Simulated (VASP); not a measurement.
# C (Fd-3m) in VASP: further runs

The runs below take C through single point, relaxation of cell and atoms, with LDA.

Program: VASP 6.6.1. These are calculated values, not measurements. Logs are shortened: lines on timing, memory, paths and dates and some standing lists are left out, and cuts for length are marked.

## 1. The cell of the first run

Symmetry: Fd-3m, No. 227, cubic system. Conventional cell: a = 3.532 Å, b = 3.532 Å, c = 3.532 Å, α = 90.00°, β = 90.00°, γ = 90.00°. Within 2.0 Å of C (site symmetry -43m) lie 4 C at 1.53 Å.

## 2. Single point, LDA

The input, INCAR:

```
SYSTEM = C
PREC = Accurate ; ENCUT = 600
EDIFF = 1E-6 ; ISMEAR = 0
SIGMA = 0.01 ; LREAL = .False.
LASPH = .True. ; NELM = 120
ALGO = Normal ; ISIF = 2
LWAVE = .False. ; LCHARG = .True.
LELF = .True. ; LVHAR = .True.
NBANDS = 11 ; GGA_COMPAT = .False.
```

The input, KPOINTS:

```
regular mesh
0
Gamma
  10 10 10
  0 0 0
```

The input, POSCAR:

```
C
1.0
    0.0000000000      1.7658906484      1.7658906484
    1.7658906484      0.0000000000      1.7658906484
    1.7658906484      1.7658906484      0.0000000000
C
2
Direct
    0.0000000000      0.0000000000      0.0000000000
    0.2500000000      0.2500000000      0.2500000000
```

Potentials or basis: VASP PAW LDA potentials, release 64 (C).

Started as:

```bash
$ cat potpaw_LDA.64/C/POTCAR > POTCAR
$ mpirun -np 1 vasp_std > vasp.out
```

OUTCAR:

```text
SYSTEM = C
   PREC = Accurate
   ENCUT = 600
   EDIFF = 1E-6
   ISMEAR = 0
   LREAL = .False.
   LASPH = .True.
   NELM = 120
   ISIF = 2

 ion  position               nearest neighbor table
   1  0.000  0.000  0.000-   2 1.53   2 1.53   2 1.53   2 1.53
   2  0.250  0.250  0.250-   1 1.53   1 1.53   1 1.53   1 1.53

  LATTYP: Found a face centered cubic cell.
 ALAT       =     3.5317812968

  Lattice vectors:

 A1 = (   0.0000000000,   1.7658906484,   1.7658906484)
 A2 = (   1.7658906484,   0.0000000000,   1.7658906484)
 A3 = (   1.7658906484,   1.7658906484,   0.0000000000)

Analysis of symmetry for initial positions (statically):
=====================================================================
 Subroutine PRICEL returns:
 Original cell was already a primitive cell.

 Routine SETGRP: Setting up the symmetry group for a
 face centered cubic supercell.

 Subroutine GETGRP returns: Found 48 space group operations
 (whereof 24 operations were pure point group operations)
 out of a pool of 48 trial point group operations.

The static configuration has the point symmetry T_d .
 The point group associated with its full space group is O_h .

Analysis of symmetry for dynamics (positions and initial velocities):
=====================================================================
 Subroutine PRICEL returns:
 Original cell was already a primitive cell.

 Routine SETGRP: Setting up the symmetry group for a
 face centered cubic supercell.

 Subroutine GETGRP returns: Found 48 space group operations
 (whereof 24 operations were pure point group operations)
 out of a pool of 48 trial point group operations.

The dynamic configuration has the point symmetry T_d .
 The point group associated with its full space group is O_h .

 Subroutine INISYM returns: Found 48 space group operations
 (whereof 24 operations are pure point group operations),
 and found     1 'primitive' translations

----------------------------------------------------------------------------------------

                                     Primitive cell

  volume of cell :      11.0134

  direct lattice vectors                    reciprocal lattice vectors
     0.000000000  1.765890648  1.765890648    -0.283143240  0.283143240  0.283143240
     1.765890648  0.000000000  1.765890648     0.283143240 -0.283143240  0.283143240
     1.765890648  1.765890648  0.000000000     0.283143240  0.283143240 -0.283143240

  length of vectors
     2.497346505  2.497346505  2.497346505     0.490418478  0.490418478  0.490418478

[... 83 lines left out ...]
   NSW    =      0    number of steps for IOM
   IBRION =     -1    ionic relax: 0-MD 1-quasi-New 2-CG
   NFREE  =      0    steps in history (QN), initial steepest desc. (CG)
   ISIF   =      2    stress and relaxation
   ISYM   =      2    0-nonsym 1-usesym 2-fastsym
   POTIM  = 0.5000    time-step for ionic-motion
   TEBEG  =    0.0;   TEEND  =   0.0 temperature during run
   PSTRESS=    0.0 pullay stress
   NELECT =       8.0000    total number of electrons
   NUPDOWN=      -1.0000    fix difference up-down
   EMIN   =  10.00;   EMAX   =-10.00  energy-range for DOS
   EFERMI =   0.00;   METHOD = LEGACY
   ISMEAR =     0;   SIGMA  =   0.01  broadening in eV -4-tet -1-fermi 0-gaus
   EFERMI_NEDOS =   21; number of points for ismear=-14 and -15
   IALGO  =     38    algorithm
   IMIX   =      4    mixing-type and parameters
     AMIX     =   0.40;   BMIX     =  1.00
     AMIX_MAG =   1.60;   BMIX_MAG =  1.00
  volume/ion in A,a.u.               =       5.51        37.16
  Fermi-wavevector in a.u.,A,eV,Ry     =   1.471627  2.780971 29.465939  2.165685
  Thomas-Fermi vector in A             =   2.586740
   LORBIT       =      0    0 simple, 1 ext, 2 COOP (PROOUT), +10 PAW based schemes
   GGA     = CA    functional components
   LHFCALC =     F    Hartree Fock is set to
   AEXX    =    0.0000 exact exchange contribution
   IVDW    =     0    specifies the selected vdW correction
   LEPSILON=     F    determine dielectric tensor
   LRPA    =     F    only Hartree local field effects (RPA)
 non-spin polarized calculation
 Gauss-broadening in eV      SIGMA  =   0.01
  energy-cutoff  :      600.00
  volume of cell :       11.01
 maximum number of plane-waves:       377
   NGX =  9   NGY =  9   NGZ =  9

 number of electron       7.9999998 magnetization

 Free energy of the ion-electron system (eV)
  ---------------------------------------------------
  ext. energy  EPLUGINS =         0.00000000
  ---------------------------------------------------
  free energy    TOTEN  =       -20.25195143 eV

  energy without entropy =      -20.25195143  energy(sigma->0) =      -20.25195143

 E-fermi :  10.3401     XC(G=0): -13.6431

 val. band max:       10.1591080684   @ k =   0.0000   0.0000   0.0000
 cond. band min:      14.3629507837   @ k =   0.4000   0.4000   0.0000
 fundamental gap:      4.2038427153
 Fermi energy:        10.3400788512

 k-point     1 :       0.0000    0.0000    0.0000
  band No.  band energies     occupation
      1     -11.5565      2.00000
      2      10.1591      2.00000
      3      10.1591      2.00000
      4      10.1591      2.00000
      5      15.7852      0.00000
      6      15.7852      0.00000
      7      15.7852      0.00000
      8      24.3959      0.00000
      9      29.5556      0.00000
     10      37.1236      0.00000
     11      37.1236      0.00000
[... 309 lines left out ...]
 k-point    24 :       0.4000    0.3000    0.0000
  band No.  band energies     occupation
      1      -6.8727      2.00000
      2       2.1324      2.00000
      3       4.0209      2.00000
      4       4.6538      2.00000
      5      14.9989      0.00000
      6      18.2073      0.00000
      7      24.4494      0.00000
      8      24.5567      0.00000
      9      32.3106      0.00000
     10      33.1461      0.00000
     11      41.3005      0.00000

 [... further k-points ...]
[... 5 lines left out ...]
  --------------------------------------------------------------------------------------
  -------------------------------------------------------------------------------------
  Total        0.0562948      0.0562948      0.0562948      0.0000000      0.0000000      0.0000000
  in kB        8.1894982      8.1894982      8.1894982      0.0000000      0.0000000      0.0000000
  external PRESSURE =       8.1894982 kB  Pullay stress =       0.0000000 kB

 VOLUME and BASIS-vectors are now :
 -----------------------------------------------------------------------------
  energy-cutoff  :      600.00
  volume of cell :       11.01
      direct lattice vectors                 reciprocal lattice vectors
     0.000000000  1.765890648  1.765890648    -0.283143240  0.283143240  0.283143240
     1.765890648  0.000000000  1.765890648     0.283143240 -0.283143240  0.283143240
     1.765890648  1.765890648  0.000000000     0.283143240  0.283143240 -0.283143240

 POSITION                                       TOTAL-FORCE (eV/Angst)
 -----------------------------------------------------------------------------------
      0.00000      0.00000      0.00000         0.000000      0.000000     -0.000000
      0.88295      0.88295      0.88295         0.000000     -0.000000      0.000000
 -----------------------------------------------------------------------------------
    total drift:                                0.000000      0.000000      0.000000

  FREE ENERGIE OF THE ION-ELECTRON SYSTEM (eV)
  ---------------------------------------------------
  free  energy   TOTEN  =       -20.2519514262 eV

  energy  without entropy=      -20.2519514262  energy(sigma->0) =      -20.25195143
```

stdout:

```text
POSCAR found type information on POSCAR C
 POSCAR found :  1 types and       2 ions
 scaLAPACK will be used
 LDA part: xc-table for (Slater(with rela. corr.)+CA(PZ))
 , standard interpolation
 POSCAR, INCAR and KPOINTS ok, starting setup
 FFT: planning ... GRIDC
 FFT: planning ... GRID_SOFT
 FFT: planning ... GRID
 WAVECAR not read
 entering main loop
```

Wall time 2.4 s (1 thread of Intel Xeon 6975P-C (Granite Rapids), shared host); peak memory 0.11 GiB.

Results:

```yaml
Free_energy: -20.2520 eV
Pressure: 0.8 GPa
Band_gap_on_the_k_mesh: 4.20 eV (least direct gap 5.63 eV)
```

Levels at points of the mesh, in eV from the valence-band top:
```tsv
k point	band 1	band 2	band 3	band 4	band 5	band 6	band 7	band 8
(0.00, 0.00, 0.00)	-21.72	0.00	0.00	0.00	5.63	5.63	5.63	14.24
(0.50, 0.00, 0.00)	-15.70	-13.69	-2.87	-2.87	8.51	8.51	9.42	15.67
(0.50, 0.50, 0.00)	-12.82	-12.82	-6.47	-6.47	4.77	4.77	17.07	17.07
```

A k mesh can miss the band edges.

## 3. Relaxation of cell and atoms, LDA

This run uses another cell than the first one, of 5.67 Å³/atom.

The input, INCAR:

```
PREC = Accurate
ENCUT = 600
EDIFF = 1E-7
ISMEAR = 0
SIGMA = 0.01
LREAL = F
LASPH = T
NELM = 120
ALGO = Normal
ISIF = 3
LWAVE = F
LCHARG = F
GGA = CA
IBRION = 2
NSW = 80
EDIFFG = -0.002
GGA_COMPAT = F
NELMIN = 4
```

The input, KPOINTS:

```
Automatic mesh
0
Gamma
  10 10 10
```

The input, POSCAR:

```
C
1.0
    0.0000000000      1.7835000000      1.7835000000
    1.7835000000      0.0000000000      1.7835000000
    1.7835000000      1.7835000000      0.0000000000
C
2
Direct
    0.0000000000      0.0000000000      0.0000000000
    0.2500000000      0.2500000000      0.2500000000
```

Potentials or basis: VASP PAW LDA potentials, release 64 (C).

Started as:

```bash
$ cat potpaw_LDA.64/C/POTCAR > POTCAR
$ mpirun -np 1 vasp_std > vasp.out
```

Wall time 5.1 s (1 thread of Intel Xeon 6975P-C (Granite Rapids), shared host); peak memory 0.11 GiB.

It converged, with:

| Property | Result |
| --- | --- |
| Free energy | -20.2539 eV |
| Relaxed volume | 5.52 Å³/atom |
| Relaxed cell | a = 2.499 Å, b = 2.499 Å, c = 2.499 Å, α = 60.00°, β = 60.00°, γ = 60.00° |
| Space group after relaxing (to 0.1 Å) | Fd-3m (No. 227) |
| Energy gained by relaxing | 6.3 meV/atom |
| Ionic steps | 6 |
| Pressure after relaxing | 0.0 GPa |
| Band gap on the k mesh | 4.20 eV (least direct gap 5.62 eV) |

Step by step:
```
step  energy change (eV)  largest force (eV/Å)  pressure (GPa)  volume (Å³)
   1              0.0000                0.0000          -12.46        11.35
   2              0.0091                0.0000           18.10        10.64
   3             -0.0125                0.0000           -0.11        11.03
   4             -0.0125                0.0000            0.15        11.03
   5             -0.0125                0.0000           -0.16        11.03
   6             -0.0125                0.0000            0.00        11.03
```

Final structure:
```xyz
2
Lattice="0.0000 1.7668 1.7668 1.7668 0.0000 1.7668 1.7668 1.7668 0.0000" Properties=species:S:1:pos:R:3 pbc="T T T"
C     0.0000    0.0000    0.0000
C     0.8834    0.8834    0.8834
```

Levels at points of the mesh, in eV from the valence-band top:
```csv
k point,band 2,band 3,band 4,band 5,band 6,band 7
"(0.00, 0.00, 0.00)",0.00,0.00,0.00,5.62,5.62,5.62
"(0.50, 0.00, 0.00)",-13.67,-2.86,-2.86,8.50,8.50,9.40
"(0.50, 0.50, 0.00)",-12.81,-6.46,-6.46,4.77,4.77,17.05
```

A k mesh can miss the band edges.
